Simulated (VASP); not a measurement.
Crystal: LaNb2N2.

```
CELL_PARAMETERS angstrom
3.80561 0.00000 0.00000
-1.90281 3.29576 0.00000
0.00000 0.00000 6.65310
ATOMIC_POSITIONS crystal
La 0.00000 0.00000 0.50000
Nb 0.33333 0.66667 0.00000
Nb 0.66667 0.33333 0.00000
N 0.00000 0.00000 0.87981
N 0.00000 0.00000 0.12019
```

| Property | Result |
| --- | --- |
| Program | VASP 6.6.1 |
| Task | relaxation of cell and atoms |
| Functional | PBE |
| Potentials or basis | VASP PAW PBE potentials, release 64 (La, Nb_sv, N) |
| Cutoff | 600 eV |
| k mesh | 6 × 6 × 4 |
| Occupations | gaussian, width 0.1 eV |
| Spin | no spin polarisation |

At the start: pressure 30.9 GPa; volume 16.69 Å³/atom.

Task: Where does the relaxation end?

Result: Over 10 steps the energy falls by 820.0 meV/atom and the volume is 19.51 Å³/atom (+16.9 %); space group P6/mmm (No. 191, to 0.05 Å).

Step by step:
```csv
step,energy change (eV),largest force (eV/Å),pressure (GPa),volume (Å³)
1,0.0000,0.8669,30.92,83.45
2,-2.4302,3.6581,-13.59,123.87
3,-3.6512,2.4367,-8.47,104.71
4,-2.7806,12.9575,16.17,94.93
5,-4.0753,0.1176,-2.43,100.34
6,-4.0756,0.2104,-2.26,100.26
7,-4.0990,0.2315,0.22,97.20
8,-4.0998,0.1642,-0.17,97.64
9,-4.0989,0.2886,0.42,97.34
10,-4.1002,0.0046,0.05,97.53
```

Final structure:
```xyz
5
Lattice="4.3377 0.0000 0.0000 -2.1688 3.7565 0.0000 0.0000 0.0000 5.9857" Properties=species:S:1:pos:R:3 pbc="T T T"
La    0.0000    0.0000    2.9928
Nb    0.0000    2.5043    5.9857
Nb    2.1688    1.2522    0.0000
N     0.0000    0.0000    5.3189
N     4.3377    0.0000    0.6668
```

Caveat: the volume moved by over 15 % at a fixed basis, so the end points are rough.
